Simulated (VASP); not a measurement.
# La (Im-3m) in VASP: notebook, part 2 of 2

VASP 6.6.1.

## (3) Single point, PBE

The input, INCAR:

```
SYSTEM = La
ALGO = Normal ; EDIFF = 1E-7
ENCUT = 520 ; GGA = PE
ISIF = 2 ; ISMEAR = -1
LASPH = .True. ; LCHARG = .False.
LREAL = .False. ; LWAVE = .False.
NBANDS = 12 ; NELM = 80
PREC = Accurate ; SIGMA = 0.05
```

The input, KPOINTS:

```
k-points
0
Gamma
  16 16 16
  0 0 0
```

The input, POSCAR:

```
La
1.0
   -1.6616810735      1.6616810735      1.6616810735
    1.6616810735     -1.6616810735      1.6616810735
    1.6616810735      1.6616810735     -1.6616810735
La
1
Direct
    0.0000000000      0.0000000000      0.0000000000
```

Potentials or basis: VASP PAW PBE potentials, release 64 (La).

The run is started by

```
$ cat potpaw_PBE.64/La/POTCAR > POTCAR
$ mpirun -np 1 vasp_std > vasp.out
```

Wall time 14 s (1 thread of Intel Xeon 6975P-C (Granite Rapids), shared host); peak memory 0.18 GiB.

Results (log left out):

| Property | Result |
| --- | --- |
| Free energy | -2.7389 eV |
| Pressure | 65.1 GPa |

Levels at points of the mesh, in eV from the Fermi level:
| k point | band 2 | band 3 | band 4 | band 5 | band 6 | band 7 | band 8 | band 9 | band 10 | band 11 |
| --- | --- | --- | --- | --- | --- | --- | --- | --- | --- | --- |
| (0.00, 0.00, 0.00) | -12.46 | -12.46 | -12.46 | 0.56 | 1.72 | 1.72 | 1.72 | 2.24 | 2.24 | 2.24 |
| (0.50, 0.00, 0.00) | -19.89 | -14.82 | -12.85 | -2.86 | -1.41 | 2.07 | 2.75 | 3.55 | 4.20 | 4.51 |
| (0.50, 0.50, 0.50) | -17.38 | -17.38 | -17.38 | -4.99 | -4.99 | 2.54 | 3.67 | 3.67 | 3.67 | 4.89 |

Caveat: spin-orbit coupling is left out, which moves the levels of the heavy elements.

## (4) Relaxation of cell and atoms, PBE, target pressure 65 GPa, at which the enthalpy is minimised

The input, INCAR:

```
SYSTEM = La
  ALGO = Normal
  EDIFF = 1E-6
  EDIFFG = -0.005
  ENCUT = 600
  GGA = PE
  IBRION = 2
  ISIF = 3
  ISMEAR = -1
  LASPH = .True.
  LCHARG = .False.
  LREAL = .False.
  LWAVE = .False.
  NELM = 60
  NSW = 60
  PREC = Accurate
  PSTRESS = 650.0
  SIGMA = 0.05
```

KPOINTS is that of step 3.

The input, POSCAR:

```
La
1.0
   -1.6618573349      1.6618573349      1.6618573349
    1.6618573349     -1.6618573349      1.6618573349
    1.6618573349      1.6618573349     -1.6618573349
La
1
Direct
    0.0000000000      0.0000000000      0.0000000000
```

Potentials or basis: VASP PAW PBE potentials, release 64 (La).

The run is started by

```
$ cat potpaw_PBE.64/La/POTCAR > POTCAR
$ mpirun -np 1 vasp_std > vasp.out
```

OUTCAR:

```text
SYSTEM = La
   EDIFF = 1E-6
   EDIFFG = -0.005
   ENCUT = 600
   GGA = PE
   IBRION = 2
   ISIF = 3
   ISMEAR = -1
   LASPH = .True.
   LREAL = .False.
   NELM = 60
   NSW = 60
   PREC = Accurate
   PSTRESS = 650.0

 ion  position               nearest neighbor table
   1  0.000  0.000  0.000-

  LATTYP: Found a body centered cubic cell.
 ALAT       =     3.3237146698

  Lattice vectors:

 A1 = (  -1.6618573349,   1.6618573349,   1.6618573349)
 A2 = (   1.6618573349,  -1.6618573349,   1.6618573349)
 A3 = (   1.6618573349,   1.6618573349,  -1.6618573349)

Analysis of symmetry for initial positions (statically):
=====================================================================
 Subroutine PRICEL returns:
 Original cell was already a primitive cell.

 Routine SETGRP: Setting up the symmetry group for a
 body centered cubic supercell.

 Subroutine GETGRP returns: Found 48 space group operations
 (whereof 48 operations were pure point group operations)
 out of a pool of 48 trial point group operations.

The static configuration has the point symmetry O_h .

[... 158 lines left out ...]
 E-fermi :  16.9041     XC(G=0): -12.8392

 val. band max:       16.8978633265   @ k =   0.1250   0.0625   0.0000
 cond. band min:      16.9184424621   @ k =   0.3750   0.1250   0.1250
 fundamental gap:      0.0205791356
 Fermi energy:        16.9040984480

 k-point     1 :       0.0000    0.0000    0.0000
  band No.  band energies     occupation
      1     -16.8344      2.00000
      2       4.4423      2.00000
      3       4.4423      2.00000
      4       4.4423      2.00000
      5      17.4612      0.00003
      6      18.6241      0.00000
      7      18.6241      0.00000
      8      18.6241      0.00000
      9      19.1448      0.00000
[... 265 lines left out ...]
 k-point    24 :       0.2500    0.1875    0.0000
  band No.  band energies     occupation
      1     -14.9825      2.00000
      2      -1.4593      2.00000
      3       1.4280      2.00000
      4       3.5033      2.00000
      5      15.6253      2.00000
      6      16.9238      0.80569
      7      19.0184      0.00000
      8      19.6574      0.00000
      9      20.0530      0.00000

 [... further k-points ...]
[... 5 lines left out ...]
  --------------------------------------------------------------------------------------
  -------------------------------------------------------------------------------------
  Total        7.4458203      7.4458203      7.4458203      0.0000000     -0.0000000      0.0000000
  in kB      649.8033216    649.8033216    649.8033216      0.0000000     -0.0000000      0.0000000
  external PRESSURE =      -0.1966784 kB  Pullay stress =     650.0000000 kB

 VOLUME and BASIS-vectors are now :
 -----------------------------------------------------------------------------
  energy-cutoff  :      600.00
  volume of cell :       18.36
      direct lattice vectors                 reciprocal lattice vectors
    -1.661857335  1.661857335  1.661857335     0.000000000  0.300868185  0.300868185
     1.661857335 -1.661857335  1.661857335     0.300868185  0.000000000  0.300868185
     1.661857335  1.661857335 -1.661857335     0.300868185  0.300868185  0.000000000

 POSITION                                       TOTAL-FORCE (eV/Angst)
 -----------------------------------------------------------------------------------
      0.00000      0.00000      0.00000        -0.000000     -0.000000      0.000000
 -----------------------------------------------------------------------------------
    total drift:                                0.000000      0.000000     -0.000000

  FREE ENERGIE OF THE ION-ELECTRON SYSTEM (eV)
  ---------------------------------------------------
  free  energy   TOTEN  =        -2.7421358807 eV

  energy  without entropy=       -2.7309169238  energy(sigma->0) =       -2.73652640

  enthalpy is  TOTEN    =         4.7059380758 eV   P V=        7.4480739565

 reached required accuracy - stopping structural energy minimisation
```

It took 11 s on 1 thread of Intel Xeon 6975P-C (Granite Rapids), shared host; peak memory 0.18 GiB.

Results:

- Free energy: -2.7421 eV
- Pressure after relaxing: 65.0 GPa

Final structure:
```yaml
crystal:
  lattice:
    - [-1.66186, 1.66186, 1.66186]
    - [1.66186, -1.66186, 1.66186]
    - [1.66186, 1.66186, -1.66186]
  atoms:
    - { symbol: La, position: [0.00000, 0.00000, 0.00000] }
```

Caveat: the relaxation stopped at its first step, so nothing moved; the cell is relaxed towards a set pressure, so the enthalpy falls and the energy may rise; spin-orbit coupling is left out, which moves the levels of the heavy elements.

## (5) Relaxation of cell and atoms, PBE, target pressure 65 GPa, at which the enthalpy is minimised

The input, INCAR:

```
PREC     = Accurate       # precision mode
ENCUT    = 600            # plane-wave cutoff, eV
EDIFF    = 1E-7           # SCF threshold, eV
ISMEAR   = -1             # smearing method
SIGMA    = 0.05           # smearing width, eV
LREAL    = F              # projectors in reciprocal space
LASPH    = T              # aspherical terms in the spheres
NELM     = 80             # most SCF steps
ALGO     = Normal         # electronic algorithm
ISIF     = 3              # what is computed and relaxed
LWAVE    = F              # write WAVECAR
LCHARG   = F              # write CHGCAR
GGA      = PE             # functional
IBRION   = 2              # ionic algorithm
NSW      = 32             # ionic steps
EDIFFG   = -0.005         # ionic threshold
PSTRESS  = 650.0
```

The input, KPOINTS:

```
Automatic mesh
0
Gamma
  16 16 16
```

POSCAR is that of step 4.

Potentials or basis: VASP PAW PBE potentials, release 64 (La).

The run is started by

```
$ cat potpaw_PBE.64/La/POTCAR > POTCAR
$ mpirun -np 1 vasp_std > vasp.out
```

OUTCAR:

```text
PREC = Accurate
   ENCUT = 600
   EDIFF = 1E-7
   ISMEAR = -1
   LREAL = F
   LASPH = T
   NELM = 80
   ISIF = 3
   GGA = PE
   IBRION = 2
   NSW = 32
   EDIFFG = -0.005
   PSTRESS = 650.0

 ion  position               nearest neighbor table
   1  0.000  0.000  0.000-

  LATTYP: Found a body centered cubic cell.
 ALAT       =     3.3237146698

  Lattice vectors:

 A1 = (  -1.6618573349,   1.6618573349,   1.6618573349)
 A2 = (   1.6618573349,  -1.6618573349,   1.6618573349)
 A3 = (   1.6618573349,   1.6618573349,  -1.6618573349)
[... 471 lines left out ...]

  FORCE on cell =-STRESS in cart. coord.  units (eV):
  Direction    XX          YY          ZZ          XY          YZ          ZX
  --------------------------------------------------------------------------------------
  -------------------------------------------------------------------------------------
  Total        7.4443044      7.4443044      7.4443044     -0.0000000      0.0000000     -0.0000000
  in kB      649.6710284    649.6710284    649.6710284     -0.0000000      0.0000000     -0.0000000
  external PRESSURE =      -0.3289716 kB  Pullay stress =     650.0000000 kB

 VOLUME and BASIS-vectors are now :
 -----------------------------------------------------------------------------
  energy-cutoff  :      600.00
  volume of cell :       18.36
      direct lattice vectors                 reciprocal lattice vectors
    -1.661857335  1.661857335  1.661857335     0.000000000  0.300868185  0.300868185
     1.661857335 -1.661857335  1.661857335     0.300868185  0.000000000  0.300868185
     1.661857335  1.661857335 -1.661857335     0.300868185  0.300868185  0.000000000

 POSITION                                       TOTAL-FORCE (eV/Angst)
 -----------------------------------------------------------------------------------
      0.00000      0.00000      0.00000         0.000000     -0.000000      0.000000
 -----------------------------------------------------------------------------------
    total drift:                                0.000000      0.000000     -0.000000

  FREE ENERGIE OF THE ION-ELECTRON SYSTEM (eV)
  ---------------------------------------------------
  free  energy   TOTEN  =        -2.7421356803 eV

  energy  without entropy=       -2.7309170867  energy(sigma->0) =       -2.73652638

  enthalpy is  TOTEN    =         4.7059382762 eV   P V=        7.4480739565

 reached required accuracy - stopping structural energy minimisation
```

OSZICAR:

```text
N       E                     dE             d eps       ncg     rms          rms(c)
DAV:   1     0.860272963759E+02    0.86027E+02   -0.43719E+03  2610   0.205E+03
DAV:   2     0.316280159125E+01   -0.82864E+02   -0.80795E+02  3533   0.229E+02
DAV:   3    -0.269504171727E+01   -0.58578E+01   -0.52526E+01  3881   0.923E+01
DAV:   4    -0.297668855233E+01   -0.28165E+00   -0.27512E+00  4314   0.178E+01
DAV:   5    -0.299325381119E+01   -0.16565E-01   -0.16544E-01  4403   0.395E+00    0.847E+00
DAV:   6    -0.281826782625E+01    0.17499E+00   -0.99945E-02  4295   0.446E+00    0.473E+00
DAV:   7    -0.274179461297E+01    0.76473E-01   -0.10488E-01  3807   0.411E+00    0.520E-01
DAV:   8    -0.274188342466E+01   -0.88812E-04   -0.83047E-03  4020   0.146E+00    0.101E-01
DAV:   9    -0.274212533317E+01   -0.24191E-03   -0.45896E-04  4864   0.285E-01    0.449E-02
DAV:  10    -0.274213515874E+01   -0.98256E-05   -0.26245E-05  4513   0.850E-02    0.638E-03
DAV:  11    -0.274213589699E+01   -0.73825E-06   -0.10336E-06  3972   0.129E-02    0.220E-03
DAV:  12    -0.274213566307E+01    0.23392E-06   -0.22339E-07  2615   0.661E-03    0.618E-04
DAV:  13    -0.274213568027E+01   -0.17195E-07   -0.46214E-08  2103   0.658E-03
   1 F= 0.47059383E+01 E0= 0.47115476E+01  d E =0.470594E+01
```

CONTCAR:

```text
La
   1.00000000000000
    -1.6618573349000001    1.6618573349000001    1.6618573349000001
     1.6618573349000001   -1.6618573349000001    1.6618573349000001
     1.6618573349000001    1.6618573349000001   -1.6618573349000001
  La
     1
Direct
     0.0000000000000000    0.0000000000000000    0.0000000000000000

  0.00000000E+00  0.00000000E+00  0.00000000E+00
```

It took 12 s on 1 thread of Intel Xeon 6975P-C (Granite Rapids), shared host; peak memory 0.18 GiB.

Results:

```yaml
Free_energy: -2.7421 eV
Pressure_after_relaxing: 65.0 GPa
```

Final structure:
```yaml
crystal:
  lattice:
    - [-1.66186, 1.66186, 1.66186]
    - [1.66186, -1.66186, 1.66186]
    - [1.66186, 1.66186, -1.66186]
  atoms:
    - { symbol: La, position: [0.00000, 0.00000, 0.00000] }
```

Caveat: the relaxation stopped at its first step, so nothing moved; the cell is relaxed towards a set pressure, so the enthalpy falls and the energy may rise; spin-orbit coupling is left out, which moves the levels of the heavy elements.
